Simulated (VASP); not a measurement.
A run of VASP 6.6.1:

INCAR

```
SYSTEM = ZrO2
PREC     = Accurate       ! precision mode
ENCUT    = 600            ! plane-wave cutoff, eV
EDIFF    = 1E-6           ! SCF threshold, eV
ISMEAR   = -1             ! smearing method
SIGMA    = 0.03           ! smearing width, eV
LREAL    = .False.        ! projectors in reciprocal space
LASPH    = .True.         ! aspherical terms in the spheres
NELM     = 120            ! most SCF steps
ALGO     = Normal         ! electronic algorithm
ISIF     = 2              ! what is computed and relaxed
LWAVE    = .False.        ! write WAVECAR
LCHARG   = .False.        ! write CHGCAR
GGA      = PS             ! functional
NBANDS   = 33             ! bands
GGA_COMPAT= .False.
```

KPOINTS

```
regular mesh
0
Gamma
  6 6 4
  0 0 0
```

File POSCAR:

```
ZrO2
1.0
    3.5845150498      0.0000000000      0.0000000000
    0.0000000000      3.5845150498      0.0000000000
    0.0000000000      0.0000000000      5.1772859967
Zr O
2 4
Direct
    0.0000000000      0.0000000000      0.0000000000
    0.5000000000      0.5000000000      0.5000000000
    0.0000000000      0.5000000000      0.2985400874
    0.0000000000      0.5000000000      0.7985400874
    0.5000000000      0.0000000000      0.7014599126
    0.5000000000      0.0000000000      0.2014599126
```

Potentials or basis: VASP PAW PBE potentials, release 64 (Zr_sv, O).

Launch:

```sh
$ cat potpaw_PBE.64/Zr_sv/POTCAR potpaw_PBE.64/O/POTCAR > POTCAR
$ mpirun -np 1 vasp_std > vasp.out
```

Hardware: 1 thread of Intel Xeon 8259CL, on a shared host.

Question: Estimate the wall time of this run.

Answer: It took 2.3 min on 1 thread of Intel Xeon 8259CL (shared host), peak memory 0.22 GiB. Counts: scf iterations 13, k points 30.
